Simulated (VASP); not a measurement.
# PbS (Galena) (Fm-3m) in VASP: a series of runs, part 2 of 2

VASP 6.6.1.

## 3. Single point, PBE

INCAR reads:

```
SYSTEM = PbS
ALGO = Normal
EDIFF = 1E-6
ENCUT = 520
GGA = PE
ISIF = 2
ISMEAR = 0
LASPH = .True.
LCHARG = .False.
LREAL = .False.
LWAVE = .False.
NBANDS = 17
NELM = 60
PREC = Accurate
SIGMA = 0.01
```

KPOINTS reads:

```
k-points
0
Gamma
  6 6 6
  0 0 0
```

POSCAR reads:

```
PbS
1.0
    0.0000000000      2.9705683257      2.9705683257
    2.9705683257      0.0000000000      2.9705683257
    2.9705683257      2.9705683257      0.0000000000
Pb S
1 1
Direct
    0.0000000000      0.0000000000      0.0000000000
    0.5000000000      0.5000000000      0.5000000000
```

Potentials or basis: VASP PAW PBE potentials, release 64 (Pb_d, S).

Run with:

```console
$ cat potpaw_PBE.64/Pb_d/POTCAR potpaw_PBE.64/S/POTCAR > POTCAR
$ mpirun -np 1 vasp_std > vasp.out
```

It took 12 s on 1 thread of AMD EPYC 7R13, shared host; peak memory 0.17 GiB.

It converged, with:

```
Free energy            : -8.7608 eV
Pressure               : 1.8 GPa
Band gap on the k mesh : 0.38 eV, direct
```

Levels at points of the mesh, in eV from the valence-band top:
| k point | band 6 | band 7 | band 8 | band 9 | band 10 | band 11 | band 12 | band 13 | band 14 | band 15 |
| --- | --- | --- | --- | --- | --- | --- | --- | --- | --- | --- |
| (0.00, 0.00, 0.00) | -13.55 | -6.04 | -2.14 | -2.14 | -2.14 | 5.21 | 5.21 | 5.21 | 6.75 | 6.75 |
| (0.50, 0.00, 0.00) | -12.32 | -8.81 | -1.76 | -1.76 | 0.00 | 0.38 | 1.98 | 1.98 | 8.66 | 10.14 |
| (0.50, 0.50, 0.00) | -11.90 | -7.19 | -5.15 | -3.41 | -3.41 | 3.89 | 5.56 | 5.67 | 5.67 | 11.17 |

Caveat: spin-orbit coupling is left out, which moves the levels of the heavy elements. A k mesh can miss the band edges.

## 4. Single point, r2SCAN

POSCAR is that of step 3.

INCAR.step1 reads:

```
SYSTEM = PbS
PREC = Accurate
ENCUT = 520
ISMEAR = 0
SIGMA = 0.01
LREAL = .FALSE.
LASPH = .TRUE.
NELM = 100
NBANDS = 17
GGA = PE
ALGO = Normal
EDIFF = 1E-4
LWAVE = .TRUE.
LCHARG = .FALSE.
```

INCAR.step2 reads:

```
SYSTEM = PbS
PREC = Accurate
ENCUT = 520
EDIFF = 1E-6
ISMEAR = 0
SIGMA = 0.01
LREAL = .FALSE.
LASPH = .TRUE.
NELM = 100
ALGO = Normal
ISIF = 2
LWAVE = .FALSE.
LCHARG = .TRUE.
METAGGA = R2SCAN
LMIXTAU = .TRUE.
LELF = .TRUE.
LVHAR = .TRUE.
NBANDS = 17
ISTART = 1
```

KPOINTS reads:

```
regular mesh
0
G
  6 6 6
  0 0 0
```

Potentials or basis: VASP PAW PBE potentials, release 64 (Pb_d, S).

Run with:

```console
$ cat potpaw_PBE.64/Pb_d/POTCAR potpaw_PBE.64/S/POTCAR > POTCAR
$ cp INCAR.step1 INCAR
$ mpirun -np 1 vasp_std > vasp.out
$ cp INCAR.step2 INCAR
$ mpirun -np 1 vasp_std > vasp.out
```

OUTCAR:

```text
SYSTEM = PbS
   PREC = Accurate
   ENCUT = 520
   EDIFF = 1E-6
   ISMEAR = 0
   LREAL = .FALSE.
   LASPH = .TRUE.
   NELM = 100
   ISIF = 2
   METAGGA = R2SCAN
   ISTART = 1

 ion  position               nearest neighbor table
   1  0.000  0.000  0.000-   2 2.97   2 2.97   2 2.97   2 2.97   2 2.97   2 2.97
   2  0.500  0.500  0.500-   1 2.97   1 2.97   1 2.97   1 2.97   1 2.97   1 2.97

  LATTYP: Found a face centered cubic cell.
 ALAT       =     5.9411366514

  Lattice vectors:

[... 497 lines left out ...]

  FORCE on cell =-STRESS in cart. coord.  units (eV):
  Direction    XX          YY          ZZ          XY          YZ          ZX
  --------------------------------------------------------------------------------------
  -------------------------------------------------------------------------------------
  Total        0.3172753      0.3172753      0.3172753      0.0000000      0.0000000     -0.0000000
  in kB        9.6961248      9.6961248      9.6961248      0.0000000      0.0000000     -0.0000000
  external PRESSURE =       9.6961248 kB  Pullay stress =       0.0000000 kB

 VOLUME and BASIS-vectors are now :
 -----------------------------------------------------------------------------
  energy-cutoff  :      520.00
  volume of cell :       52.43
      direct lattice vectors                 reciprocal lattice vectors
     0.000000000  2.970568326  2.970568326    -0.168317960  0.168317960  0.168317960
     2.970568326  0.000000000  2.970568326     0.168317960 -0.168317960  0.168317960
     2.970568326  2.970568326  0.000000000     0.168317960  0.168317960 -0.168317960

 POSITION                                       TOTAL-FORCE (eV/Angst)
 -----------------------------------------------------------------------------------
      0.00000      0.00000      0.00000         0.000000      0.000000     -0.000000
      2.97057      2.97057      2.97057         0.000000      0.000000      0.000000
 -----------------------------------------------------------------------------------
    total drift:                                0.000000     -0.000000     -0.000000

  FREE ENERGIE OF THE ION-ELECTRON SYSTEM (eV)
  ---------------------------------------------------
  free  energy   TOTEN  =       -65.6102542135 eV

  energy  without entropy=      -65.6102542135  energy(sigma->0) =      -65.61025421
```

OUTCAR.step1:

```text
SYSTEM = PbS
   PREC = Accurate
   ENCUT = 520
   ISMEAR = 0
   LREAL = .FALSE.
   LASPH = .TRUE.
[... 530 lines left out ...]
      0.00000      0.00000      0.00000         0.000000     -0.000000     -0.000000
      2.97057      2.97057      2.97057         0.000000      0.000000      0.000000
 -----------------------------------------------------------------------------------
    total drift:                                0.000000     -0.000000     -0.000000

  FREE ENERGIE OF THE ION-ELECTRON SYSTEM (eV)
  ---------------------------------------------------
  free  energy   TOTEN  =        -8.7608357312 eV

  energy  without entropy=       -8.7608357312  energy(sigma->0) =       -8.76083573
```

It took 71 s on 1 thread of AMD EPYC 7R13, shared host; peak memory 0.18 GiB.

Results:

* Free energy: -65.6103 eV
* Pressure: 1.0 GPa
* Band gap on the k mesh: 0.64 eV, direct

Caveat: the PAW data sets were made with another functional, which shifts forces and pressure a little; spin-orbit coupling is left out, which moves the levels of the heavy elements. A k mesh can miss the band edges.

## 5. Single point, PBE

INCAR reads:

```
ALGO     = Normal         # electronic algorithm
EDIFF    = 1E-6           # SCF threshold, eV
ENCUT    = 520            # plane-wave cutoff, eV
GGA      = PE             # functional
ISIF     = 2              # what is computed and relaxed
ISMEAR   = 0              # smearing method
LASPH    = T              # aspherical terms in the spheres
LCHARG   = F              # write CHGCAR
LREAL    = F              # projectors in reciprocal space
LWAVE    = F              # write WAVECAR
NBANDS   = 17             # bands
NELM     = 60             # most SCF steps
PREC     = Accurate       # precision mode
SIGMA    = 0.01           # smearing width, eV
```

KPOINTS reads:

```
k-points
0
Gamma
  8 8 8
```

POSCAR is that of step 4.

Run with:

```console
$ cat potpaw_PBE.64/Pb_d/POTCAR potpaw_PBE.64/S/POTCAR > POTCAR
$ mpirun -np 1 vasp_std > vasp.out
```

Run time: 28 s. Hardware: 1 thread of AMD EPYC 7R13, shared host; peak memory 0.18 GiB.

Results (log left out):

| Property | Result |
| --- | --- |
| Free energy | -8.7593 eV |
| Pressure | 1.8 GPa |
| Band gap on the k mesh | 0.38 eV, direct |

Levels at points of the mesh, in eV from the valence-band top:
| k point | band 8 | band 9 | band 10 | band 11 | band 12 | band 13 |
| --- | --- | --- | --- | --- | --- | --- |
| (0.00, 0.00, 0.00) | -2.14 | -2.14 | -2.14 | 5.20 | 5.20 | 5.20 |
| (0.50, 0.00, 0.00) | -1.76 | -1.76 | 0.00 | 0.38 | 1.98 | 1.98 |
| (0.50, 0.50, 0.00) | -5.15 | -3.41 | -3.41 | 3.89 | 5.57 | 5.67 |

Caveat: spin-orbit coupling is left out, which moves the levels of the heavy elements. A k mesh can miss the band edges.

## 6. Summary

| level | k mesh | gap on the mesh (eV) | pressure (GPa) |
| --- | --- | --- | --- |
| PBE | 6 × 6 × 6 | 0.38 | 1.8 |
| r2SCAN | 6 × 6 × 6 | 0.64 | 1.0 |
| PBE | 8 × 8 × 8 | 0.38 | 1.8 |

Alike in all rows: task single point; potentials or basis VASP PAW PBE potentials, release 64 (Pb_d, S); no spin polarisation; cell as given; cutoff (eV) 520; smearing gaussian 0.01 eV.

On the cell as given the gap runs from 0.38 eV (PBE) to 0.64 eV (r2SCAN); the meshes differ, which moves gaps too. The pressure there spans 1.0 GPa (r2SCAN) to 1.8 GPa (PBE); a positive pressure means that this level wants a larger cell, a negative one a smaller.

Caveats: spin-orbit coupling is left out, which moves the levels of the heavy elements; the PAW data sets were made with another functional, which shifts forces and pressure a little (some runs).

Total energies depend on the potentials used, so only differences within one code and one set of settings carry meaning.
